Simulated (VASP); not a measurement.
Write the native input for VASP 6.6.1 that does the following.

```
Task                   : single point
Functional             : PBEsol
Potentials or basis    : VASP PAW PBE potentials, release 64 (K_sv)
Cutoff                 : 520 eV
k mesh                 : 6 × 6 × 2
Occupations            : methfessel-paxton, width 0.15 eV
Spin                   : no spin polarisation
Dipole correction      : no
Further INCAR settings : ALGO = Normal; EDIFF = 1e-06; NBANDS = 26
```

The structure of K lies in POSCAR:

```
K
1.0
    4.8078443327      0.0000000000      0.0000000000
   -2.4039221663      4.1637153494      0.0000000000
    0.0000000000      0.0000000000     15.8289523469
K
4
Direct
    0.0000000000      0.0000000000      0.0000000000
    0.3333333333      0.6666666667      0.7500000000
    0.0000000000      0.0000000000      0.5000000000
    0.6666666667      0.3333333333      0.2500000000
```

The input as run:

INCAR

```
SYSTEM = K
ALGO = Normal
EDIFF = 1E-6
ENCUT = 520
GGA = PS
ISIF = 2
ISMEAR = 1
LASPH = .True.
LCHARG = .True.
LELF = .True.
LREAL = .False.
LVHAR = .True.
LWAVE = .False.
NBANDS = 26
NELM = 80
PREC = Accurate
SIGMA = 0.15
```

KPOINTS

```
k-points
0
Gamma
  6 6 2
  0 0 0
```

Potentials or basis: VASP PAW PBE potentials, release 64 (K_sv).

Command:

```console
$ cat potpaw_PBE.64/K_sv/POTCAR > POTCAR
$ mpirun -np 1 vasp_std > vasp.out
```

It gave:

| Item | Value |
| --- | --- |
| Pressure | -0.3 GPa |
| Band gap on the k mesh | zero (band 18 reaches 0.57 eV, above the bottom of band 19 at -1.71 eV) |

Caveat: the PAW data sets were made with another functional, which shifts forces and pressure a little.

Wall time 2.1 min on 1 thread of Oxide Virtual Turin-like Processor, on a shared host, peak memory 0.38 GiB.
